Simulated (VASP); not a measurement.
HfW:

```
Hf W
1.0
     5.26303    0.00000    0.00000
    -2.63152    4.55792    0.00000
     0.00000    0.00000    4.24631
Hf W
3 3
Direct
  0.50000 0.00000 0.00000
  0.50000 0.50000 0.00000
  0.00000 0.50000 0.00000
  0.00000 0.00000 0.00000
  0.33333 0.66667 0.50000
  0.66667 0.33333 0.50000
```

- Program: VASP 6.6.1
- Task: relaxation of cell and atoms
- Functional: PBE
- Potentials or basis: VASP PAW PBE potentials, release 64 (Hf_pv, W_sv)
- Cutoff: 600 eV
- k mesh: 6 × 6 × 4
- Occupations: gaussian, width 0.1 eV
- Spin: no spin polarisation

At the start: pressure 52.1 GPa; volume 16.98 Å³/atom.

Q: How do energy, volume and symmetry change on relaxing?

A: Over 7 steps the energy falls by 672.8 meV/atom and the volume is 21.96 Å³/atom (+29.3 %); space group P6/mmm (No. 191, to 0.05 Å).

Step by step:
```csv
step,energy change (eV),largest force (eV/Å),pressure (GPa),volume (Å³)
1,0.0000,0.0000,52.13,101.86
2,3.8201,0.0000,-22.90,206.82
3,-3.9239,0.0000,-3.74,135.98
4,-3.9671,0.0000,-1.11,132.92
5,-3.9701,0.0000,-0.25,131.95
6,-4.0333,0.0000,0.04,131.79
7,-4.0367,0.0000,0.14,131.73
```

Final structure:
```
CELL_PARAMETERS angstrom
5.84362 0.00000 0.00000
-2.92181 5.06073 0.00000
0.00000 0.00000 4.45445
ATOMIC_POSITIONS crystal
Hf 0.50000 0.00000 0.00000
Hf 0.50000 0.50000 0.00000
Hf 0.00000 0.50000 0.00000
W 0.00000 0.00000 0.00000
W 0.33333 0.66667 0.50000
W 0.66667 0.33333 0.50000
```

Caveat: the k points lie up to 0.35 Å⁻¹ apart in the final cell; the volume moved by over 15 % at a fixed basis, so the end points are rough.
